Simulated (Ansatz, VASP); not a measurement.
One calculation of C, two programs

File INCAR:

```
SYSTEM = C
PREC = Accurate
ENCUT = 520
EDIFF = 1E-6
ISMEAR = 1
SIGMA = 0.15
LREAL = .False.
LASPH = .True.
NELM = 60
ALGO = Normal
ISIF = 2
LWAVE = .False.
LCHARG = .False.
GGA = CA
NBANDS = 16
```

Contents of KPOINTS:

```
regular mesh
0
Gamma
  12 12 1
  0 0 0
```

POSCAR

```
C
1.0
    2.4562300000      0.0000000000      0.0000000000
   -1.2281100000      2.1271600000      0.0000000000
    0.0000000000      0.0000000000     24.1339600000
C
4
Direct
    0.0000000000      0.0000000000      0.5704700000
    0.0000000000      0.0000000000      0.4295300000
    0.3333333333      0.6666666667      0.4295200000
    0.6666666667      0.3333333333      0.5704800000
```

Input for Ansatz:

```yaml
crystal:
  lattice:
    - [2.45623, 0.0, 0.0]
    - [-1.22811, 2.12716, 0.0]
    - [0.0, 0.0, 24.13396]
  atoms:
    - { symbol: C, position: [0.0, 0.0, 0.57047] }
    - { symbol: C, position: [0.0, 0.0, 0.42953] }
    - { symbol: C, position: [0.3333333333333333, 0.6666666666666666, 0.42952] }
    - { symbol: C, position: [0.6666666666666666, 0.3333333333333333, 0.57048] }
basis:
  ecutwfc: 450.0
kpoints:
  mp_grid:
    grid: [12, 12, 1]
    shift: [0.0, 0.0, 0.0]
hamiltonian:
  xc: lda
scf:
  occupations:
    method: cold
    width: 0.15
output:
  forces: true
  stress: true
```

Alike in both runs: task single point; functional LDA; k mesh 12 × 12 × 1; no spin polarisation.

|  | VASP | Ansatz |
| --- | --- | --- |
| version | VASP 6.6.1 | Ansatz 0.2.0 |
| potentials or method | VASP PAW LDA potentials, release 64 (C), cutoff 520 eV | plane waves, PAW |
| occupations | methfessel-paxton of order 1, width 0.15 eV | cold, width 0.15 eV |
| valence electrons in the cell | 16 | 16 |

|  | VASP | Ansatz | Ansatz less VASP |
| --- | --- | --- | --- |
| rms of the force components (eV/Å) | 0.009 | 0.009 | +0.0001 |

LDA's correlation is that of Perdew and Zunger in VASP and of Perdew and Wang (1992) in Ansatz. Atom by atom the forces differ by 0.000 eV/Å (rms over components).
